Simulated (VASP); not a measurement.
# SrTiO3 (Imma) in VASP: further runs

Runs on SrTiO3. Level: PBE. Tasks: single point.

Everything below comes from runs of VASP 6.6.1. Logs are shortened: lines on timing, memory, paths and dates and some standing lists are left out, and cuts for length are marked.

**1. The cell of the first run**

The structure is orthorhombic, space group Imma (No. 74). The conventional cell has a = 5.567 Å, b = 7.873 Å, c = 5.567 Å, α = 90.00°, β = 90.00°, γ = 90.00°. Within 3.7 Å of Sr (site symmetry 2/m) lie 12 O at 2.78 Å and 8 Ti at 3.17 to 3.66 Å. Within 2.3 Å of Ti (site symmetry mm2) lie 6 O at 1.77 to 2.19 Å. Within 2.3 Å of O (site symmetry 2/m) lie 2 Ti at 1.77 Å. O (site symmetry 2/m) has 2 Ti at 2.19 Å and 4 Sr at 2.78 Å and 8 O at 2.78 Å within 2.9 Å. O (site symmetry 2/m) has 2 Ti at 1.99 Å within 2.6 Å.

**2. Single point, PBE (atoms displaced along a vibrational mode)**

Contents of INCAR:

```
ALGO = Normal
EDIFF = 1E-6
ENCUT = 520
GGA = PE
ISIF = 2
ISMEAR = 0
LASPH = T
LCHARG = F
LREAL = F
LWAVE = F
NBANDS = 51
NELM = 60
PREC = Accurate
SIGMA = 0.05
```

Contents of KPOINTS:

```
k-points
0
Gamma
  6 6 6
```

Contents of POSCAR:

```
SrTiO3
1.0
   -3.9364035682      0.0000000000     -3.9364035682
    0.0000000000     -3.9364035682     -3.9364035682
   -3.9364035682     -3.9364035682      0.0000000000
Sr Ti O
2 2 6
Direct
    0.0000000000      0.0000000000      0.0000000000
    0.5000000000      0.5000000000      0.5000000000
    0.2500000000      0.2500000000      0.1961101915
    0.7500000000      0.7500000000      0.8038898085
    0.0000000000      0.5000000000      0.0000000000
    0.5000000000      0.0000000000      0.5000000000
    0.0000000000      0.5000000000      0.5000000000
    0.5000000000      0.0000000000      0.0000000000
    0.0000000000      0.0000000000      0.5000000000
    0.5000000000      0.5000000000      0.0000000000
```

Potentials or basis: VASP PAW PBE potentials, release 64 (Sr_sv, Ti_sv, O).

Command:

```console
> cat potpaw_PBE.64/Sr_sv/POTCAR potpaw_PBE.64/Ti_sv/POTCAR potpaw_PBE.64/O/POTCAR > POTCAR
> mpirun -np 1 vasp_std > vasp.out
```

OUTCAR:

```text
EDIFF = 1E-6
   ENCUT = 520
   GGA = PE
   ISIF = 2
   ISMEAR = 0
   LASPH = T
   LREAL = F
   NELM = 60
   PREC = Accurate

 ion  position               nearest neighbor table
   1  0.000  0.000  0.000-   5 2.78   8 2.78   9 2.78   6 2.78   7 2.78   9 2.78   5 2.78   7 2.78
                            10 2.78   6 2.78   8 2.78  10 2.78   3 3.17   4 3.17   3 3.42   4 3.42
   2  0.500  0.500  0.500-   6 2.78   7 2.78  10 2.78   5 2.78   8 2.78  10 2.78   6 2.78   8 2.78
                             9 2.78   5 2.78   7 2.78   9 2.78   4 3.17   3 3.17   4 3.42   3 3.42
   3  0.250  0.250  0.196-   5 1.77   8 1.77   9 1.99  10 1.99   7 2.19   6 2.19   1 3.17   2 3.17
                             2 3.42   2 3.42   1 3.42   1 3.42   2 3.66   1 3.66
   4  0.750  0.750  0.804-   5 1.77   8 1.77   9 1.99  10 1.99   7 2.19   6 2.19   2 3.17   1 3.17
                             2 3.42   2 3.42   1 3.42   1 3.42   2 3.66   1 3.66
   5  0.000  0.500  0.000-   3 1.77   4 1.77   1 2.78   2 2.78   1 2.78   2 2.78
   6  0.500  0.000  0.500-   3 2.19   4 2.19   2 2.78   1 2.78   2 2.78   1 2.78
   7  0.000  0.500  0.500-   3 2.19   4 2.19   2 2.78   1 2.78   1 2.78   2 2.78
   8  0.500  0.000  0.000-   3 1.77   4 1.77   1 2.78   2 2.78   2 2.78   1 2.78
   9  0.000  0.000  0.500-   3 1.99   4 1.99   1 2.78   1 2.78   2 2.78   2 2.78
  10  0.500  0.500  0.000-   3 1.99   4 1.99   2 2.78   2 2.78   1 2.78   1 2.78

  LATTYP: Found a face centered cubic cell.
 ALAT       =     7.8728071364

  Lattice vectors:

 A1 = (  -3.9364035682,   0.0000000000,  -3.9364035682)
 A2 = (   0.0000000000,  -3.9364035682,  -3.9364035682)
 A3 = (  -3.9364035682,  -3.9364035682,   0.0000000000)

Analysis of symmetry for initial positions (statically):
=====================================================================
 Subroutine PRICEL returns:
 Original cell was already a primitive cell.

 Routine SETGRP: Setting up the symmetry group for a
 face centered cubic supercell.

 Subroutine GETGRP returns: Found  8 space group operations
 (whereof  4 operations were pure point group operations)
 out of a pool of 48 trial point group operations.

The static configuration has the point symmetry C_2h.
 The point group associated with its full space group is D_2h.

Analysis of symmetry for dynamics (positions and initial velocities):
=====================================================================
 Subroutine PRICEL returns:
 Original cell was already a primitive cell.

 Routine SETGRP: Setting up the symmetry group for a
 face centered cubic supercell.

 Subroutine GETGRP returns: Found  8 space group operations
 (whereof  4 operations were pure point group operations)
 out of a pool of 48 trial point group operations.

The dynamic configuration has the point symmetry C_2h.
 The point group associated with its full space group is D_2h.

 Subroutine INISYM returns: Found  8 space group operations
 (whereof  4 operations are pure point group operations),
 and found     1 'primitive' translations

----------------------------------------------------------------------------------------

                                     Primitive cell

  volume of cell :     121.9913

  direct lattice vectors                    reciprocal lattice vectors
    -3.936403568  0.000000000 -3.936403568    -0.127019497  0.127019497 -0.127019497
     0.000000000 -3.936403568 -3.936403568     0.127019497 -0.127019497 -0.127019497
    -3.936403568 -3.936403568  0.000000000    -0.127019497 -0.127019497  0.127019497

  length of vectors
     5.566915313  5.566915313  5.566915313     0.220004222  0.220004222  0.220004222

  position of ions in fractional coordinates (direct lattice)
     0.000000000  0.000000000  0.000000000
     0.500000000  0.500000000  0.500000000
     0.250000000  0.250000000  0.196110191
     0.750000000  0.750000000  0.803889809
     0.000000000  0.500000000  0.000000000
     0.500000000  0.000000000  0.500000000
     0.000000000  0.500000000  0.500000000
     0.500000000  0.000000000  0.000000000
     0.000000000  0.000000000  0.500000000
     0.500000000  0.500000000  0.000000000

  ion indices of the primitive-cell ions
   primitive index   ion index
                 1           1
                 2           2
                 3           3
                 4           4
                 5           5
                 6           6
                 7           7
                 8           8
                 9           9
                10          10

----------------------------------------------------------------------------------------

 KPOINTS: k-points

Automatic generation of k-mesh.
 Grid dimensions read from file:
 generate k-points for:    6    6    6

 Generating k-lattice:

  Cartesian coordinates                     Fractional coordinates (reciprocal lattice)
    -0.021169916  0.021169916 -0.021169916     0.166666667  0.000000000  0.000000000
     0.021169916 -0.021169916 -0.021169916     0.000000000  0.166666667  0.000000000
    -0.021169916 -0.021169916  0.021169916     0.000000000  0.000000000  0.166666667

  Length of vectors
     0.036667370  0.036667370  0.036667370

  Shift w.r.t. Gamma in fractional coordinates (k-lattice)
     0.000000000  0.000000000  0.000000000

 Subroutine IBZKPT returns following result:
 ===========================================

 Found     46 irreducible k-points:

 Following reciprocal coordinates:
            Coordinates               Weight
  0.000000  0.000000  0.000000      1.000000
  0.166667  0.000000  0.000000      4.000000
  0.000000  0.000000  0.166667      4.000000
  0.333333  0.000000  0.000000      4.000000
  0.000000  0.000000  0.333333      4.000000
  0.500000  0.000000  0.000000      2.000000
[... 16 lines left out ...]
  0.000000 -0.166667  0.166667      8.000000
  0.166667  0.166667  0.333333      2.000000
 [... further k-points ...]
   k-points           NKPTS =     46   k-points in BZ     NKDIM =     46   number of bands    NBANDS=     51
   number of dos      NEDOS =    301   number of ions     NIONS =     10
   total plane-waves  NPLWV =  74088
   dimension x,y,z NGX =    42 NGY =   42 NGZ =   42
   dimension x,y,z NGXF=    84 NGYF=   84 NGZF=   84
   ions per type =               2   2   6
   NGX,Y,Z   is equivalent  to a cutoff of  12.54, 12.54, 12.54 a.u.
   NGXF,Y,Z  is equivalent  to a cutoff of  25.09, 25.09, 25.09 a.u.
 SYSTEM =  unknown system
   PREC   = accura    normal or accurate (medium, high low for compatibility)
   ISTART =      0    job   : 0-new  1-cont  2-samecut
   ICHARG =      2    charge: 1-file 2-atom 10-const
   ISPIN  =      1    spin polarized calculation?
   LNONCOLLINEAR =      F non collinear calculations
   LSORBIT =      F    spin-orbit coupling
   LASPH  =      T    aspherical Exc in radial PAW
   ENCUT  =  520.0 eV  38.22 Ry    6.18 a.u.  10.35 10.35 10.35*2*pi/ulx,y,z
   NELM   =     60;   NELMIN=  2; NELMDL= -5     # of ELM steps
   EDIFF  = 0.1E-05   stopping-criterion for ELM
   LREAL  =      F    real-space projection
   EDIFFG = 0.1E-04   stopping-criterion for IOM
   NSW    =      0    number of steps for IOM
   IBRION =     -1    ionic relax: 0-MD 1-quasi-New 2-CG
   NFREE  =      0    steps in history (QN), initial steepest desc. (CG)
   ISIF   =      2    stress and relaxation
   ISYM   =      2    0-nonsym 1-usesym 2-fastsym
   POTIM  = 0.5000    time-step for ionic-motion
   TEBEG  =    0.0;   TEEND  =   0.0 temperature during run
   PSTRESS=    0.0 pullay stress
   NELECT =      80.0000    total number of electrons
   NUPDOWN=      -1.0000    fix difference up-down
   EMIN   =  10.00;   EMAX   =-10.00  energy-range for DOS
   EFERMI =   0.00;   METHOD = LEGACY
   ISMEAR =     0;   SIGMA  =   0.05  broadening in eV -4-tet -1-fermi 0-gaus
   EFERMI_NEDOS =   21; number of points for ismear=-14 and -15
   IALGO  =     38    algorithm
   IMIX   =      4    mixing-type and parameters
     AMIX     =   0.40;   BMIX     =  1.00
     AMIX_MAG =   1.60;   BMIX_MAG =  1.00
  volume/ion in A,a.u.               =      12.20        82.32
  Fermi-wavevector in a.u.,A,eV,Ry     =   1.422313  2.687782 27.524240  2.022975
  Thomas-Fermi vector in A             =   2.543030
   LORBIT       =      0    0 simple, 1 ext, 2 COOP (PROOUT), +10 PAW based schemes
   GGA     = PE    functional components
   LHFCALC =     F    Hartree Fock is set to
   AEXX    =    0.0000 exact exchange contribution
   IVDW    =     0    specifies the selected vdW correction
   LEPSILON=     F    determine dielectric tensor
   LRPA    =     F    only Hartree local field effects (RPA)
 non-spin polarized calculation
 Gauss-broadening in eV      SIGMA  =   0.05
  energy-cutoff  :      520.00
  volume of cell :      121.99
 maximum number of plane-waves:      3306
 NGX is ok and might be reduce to    42
   NGX = 21   NGY = 21   NGZ = 21

 number of electron      80.0000025 magnetization

 Free energy of the ion-electron system (eV)
  ---------------------------------------------------
  ext. energy  EPLUGINS =         0.00000000
  ---------------------------------------------------
  free energy    TOTEN  =       -77.39900386 eV

  energy without entropy =      -77.39900183  energy(sigma->0) =      -77.39900285

 E-fermi :   5.4415     XC(G=0): -11.1383

 val. band max:        5.3313130855   @ k =   0.0000   0.0000   0.0000
 cond. band min:       5.5517337491   @ k =   0.0000   0.0000   0.0000
 fundamental gap:      0.2204206637
 Fermi energy:         5.4415349008

 k-point     1 :       0.0000    0.0000    0.0000
  band No.  band energies     occupation
      1     -52.6761      2.00000
      2     -52.6673      2.00000
      3     -29.2382      2.00000
      4     -29.0804      2.00000
      5     -29.0711      2.00000
      6     -28.9472      2.00000
[... 43 lines left out ...]
     50       9.2127      0.00000
     51       9.6389      0.00000
[... 1240 lines left out ...]
     50      10.0683      0.00000
     51      10.6428      0.00000

 [... further k-points ...]

------------------------ aborting loop because EDIFF is reached ----------------------------------------

  FORCE on cell =-STRESS in cart. coord.  units (eV):
  Direction    XX          YY          ZZ          XY          YZ          ZX
  --------------------------------------------------------------------------------------
  -------------------------------------------------------------------------------------
  Total        9.2972278      9.2972278     -1.4506899     -3.9210866     -0.0000000      0.0000000
  in kB      122.1054947    122.1054947    -19.0526904    -51.4977400     -0.0000000      0.0000000
  external PRESSURE =      75.0527664 kB  Pullay stress =       0.0000000 kB

 VOLUME and BASIS-vectors are now :
 -----------------------------------------------------------------------------
  energy-cutoff  :      520.00
  volume of cell :      121.99
      direct lattice vectors                 reciprocal lattice vectors
    -3.936403568  0.000000000 -3.936403568    -0.127019497  0.127019497 -0.127019497
     0.000000000 -3.936403568 -3.936403568     0.127019497 -0.127019497 -0.127019497
    -3.936403568 -3.936403568  0.000000000    -0.127019497 -0.127019497  0.127019497

 POSITION                                       TOTAL-FORCE (eV/Angst)
 -----------------------------------------------------------------------------------
      0.00000      0.00000      0.00000        -0.000000     -0.000000     -0.000000
     -3.93640     -3.93640     -3.93640        -0.000000      0.000000     -0.000000
     -1.75607     -1.75607     -1.96820        -6.725823     -6.725823      0.000000
     -6.11674     -6.11674     -5.90461         6.725823      6.725823     -0.000000
      0.00000     -1.96820     -1.96820        -0.000000      0.000000     -0.000000
     -3.93640     -1.96820     -1.96820        -0.000000     -0.000000     -0.000000
     -1.96820     -3.93640     -1.96820        -0.000000      0.000000     -0.000000
     -1.96820      0.00000     -1.96820        -0.000000      0.000000     -0.000000
     -1.96820     -1.96820      0.00000        -0.000000      0.000000     -0.000000
     -1.96820     -1.96820     -3.93640        -0.000000     -0.000000     -0.000000
 -----------------------------------------------------------------------------------
    total drift:                                0.000000      0.000000      0.000000

  FREE ENERGIE OF THE ION-ELECTRON SYSTEM (eV)
  ---------------------------------------------------
  free  energy   TOTEN  =       -77.3990038643 eV

  energy  without entropy=      -77.3990018278  energy(sigma->0) =      -77.39900285
```

Wall time 10 min (1 thread of Oxide Virtual Turin-like, shared host); peak memory 0.37 GiB.

Results:

```yaml
Free_energy: -77.3990 eV
Pressure: 7.5 GPa
Largest_force: 9.512 eV/Å
Band_gap_on_the_k_mesh: 0.22 eV
```

Forces in eV/Å, atoms in the order of the input:
```
Sr   0.000  0.000  0.000
Sr   0.000  0.000  0.000
Ti  -6.726 -6.726  0.000
Ti   6.726  6.726  0.000
O    0.000  0.000  0.000
O    0.000  0.000  0.000
O    0.000  0.000  0.000
O    0.000  0.000  0.000
O    0.000  0.000  0.000
O    0.000  0.000  0.000
```

Caveat: the cell differs from its parent crystal (atoms displaced along a vibrational mode); the stress differs along the axes, from -2 to 12 GPa; forces of over 1 eV/Å act on the atoms, so gaps and moduli don't describe the material at rest. A k mesh can miss the band edges.

(Part 1 of 2 ends here.)
